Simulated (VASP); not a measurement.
Here is a VASP 6.6.1 calculation.

The input INCAR:

```
SYSTEM = Ti
PREC = Accurate
ENCUT = 520
EDIFF = 1E-6
ISMEAR = -1
SIGMA = 0.05
LREAL = .FALSE.
LASPH = .TRUE.
NELM = 100
ALGO = Fast
ISIF = 2
LWAVE = .FALSE.
LCHARG = .FALSE.
NBANDS = 12
```

The input KPOINTS:

```
Automatic mesh
0
G
  11 11 11
  0 0 0
```

The input POSCAR:

```
Ti
1.0
   -1.5824158475      1.5824158475      1.5824158475
    1.5824158475     -1.5824158475      1.5824158475
    1.5824158475      1.5824158475     -1.5824158475
Ti
1
Direct
    0.0000000000      0.0000000000      0.0000000000
```

Potentials or basis: VASP PAW LDA potentials, release 64 (Ti_sv).

Run with:

```bash
$ cat potpaw_LDA.64/Ti_sv/POTCAR > POTCAR
$ mpirun -np 1 vasp_std > vasp.out
```

(1) What does it give for the band gap on the k mesh?

(2) What does it give for the pressure?

Answers

(1) zero (band 6 reaches 9.88 eV, above the bottom of band 7 at 8.14 eV).

(2) -0.4 GPa.
